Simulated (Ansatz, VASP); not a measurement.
One calculation of Li, two programs

```
Li
1.0
     0.00000   -2.08861   -2.08861
     0.00000    2.08861   -2.08861
     4.17722    0.00000    0.00000
Li
2
Direct
  0.56105 0.47965 0.50000
  0.93895 0.02035 0.00000
```

Change from the starting cell: mode 4 frozen in at -0.170 Å and mode 5 at -0.085 Å (largest displacements).

Alike in both runs: task single point; functional PBE; dispersion D3(BJ); k mesh 16 × 16 × 12; occupations gaussian, width 0.15 eV; no spin polarisation.

```csv
,VASP,Ansatz
version,VASP 6.6.1,Ansatz 0.2.0
potentials or method,"VASP PAW PBE potentials, release 64 (Li_sv), cutoff 520 eV","scalar-relativistic, plane waves, PAW"
valence electrons in the cell,6,6
```

```tsv
	VASP	Ansatz	Ansatz less VASP
gap on the k mesh at the Fermi level (eV)	none	none	-
rms of the force components (eV/Å)	0.166	0.167	+0.0002
```

Atom by atom the forces differ by 0.000 eV/Å (rms over components). A gap of «none» marks a metal or a gap that the smearing closes.

Noted on VASP's run: the cutoff is under 1.25 times that of the potentials, so the pressure is a little rough.
